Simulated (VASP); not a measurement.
Wanted: the native input for a VASP 6.6.1 run.

```yaml
Task: single point
Functional: PBE
Potentials_or_basis: VASP PAW PBE potentials, release 64 (Cd, Se)
Cutoff: 520 eV
k_mesh: 2 × 2 × 2
Occupations: fermi-dirac, width 0.069 eV
Spin: no spin polarisation
Dipole_correction: no
Further_INCAR_settings: LREAL = Auto; ALGO = Normal; EDIFF = 1e-06; NBANDS = 86
```

The structure of CdSe lies in POSCAR:

```
CdSe
1.0
    0.0000000000      5.6858917471      5.6858917471
    5.6858917471      0.0000000000      5.6858917471
    5.6858917471      5.6858917471      0.0000000000
Cd Se
8 8
Direct
    0.0027369498     -0.0013290791     -0.0058379585
   -0.0086062138      0.0009298453      0.5071315333
    0.0040776365      0.5047990936      0.0015724886
    0.0001679596      0.5016683621      0.4961497907
    0.4978234947      0.0075095520     -0.0068873102
    0.5018750140     -0.0003914953      0.5038506056
    0.5009547537      0.5022080312     -0.0073794054
    0.4954805025      0.4968512637      0.5040800331
    0.2476599208      0.2442242241      0.2544616683
    0.2617639530      0.2490424656      0.7476727819
    0.2474307571      0.7555332903      0.2435170351
    0.2474925768      0.7416787353      0.7545567504
    0.7476342655      0.2503128029      0.2552056150
    0.7563075752      0.2456425592      0.7563744073
    0.7467912139      0.7588517671      0.2418450898
    0.7576832609      0.7430558280      0.7463240928
```

These files were run (other wordings do the same):

INCAR

```
SYSTEM = CdSe
ALGO = Normal ; EDIFF = 1E-6
ENCUT = 520 ; GGA = PE
ISIF = 2 ; ISMEAR = -1
LASPH = .True. ; LCHARG = .False.
LREAL = Auto ; LWAVE = .False.
NBANDS = 86 ; NELM = 60
PREC = Accurate ; SIGMA = 0.069
```

KPOINTS

```
k-points
0
Gamma
  2 2 2
  0 0 0
```

Potentials or basis: VASP PAW PBE potentials, release 64 (Cd, Se).

Run with:

```console
$ cat potpaw_PBE.64/Cd/POTCAR potpaw_PBE.64/Se/POTCAR > POTCAR
$ mpirun -np 1 vasp_std > vasp.out
```

It gave:

```json
{"Pressure": "2.7 GPa", "Largest force": "0.375 eV/Å"}
```

Caveat: the k points lie up to 0.48 Å⁻¹ apart; the atoms stand as in a frame of molecular dynamics.

Run time: 16 min on 1 thread of Intel Xeon 8259CL, with other jobs on the host, peak memory 0.56 GiB.
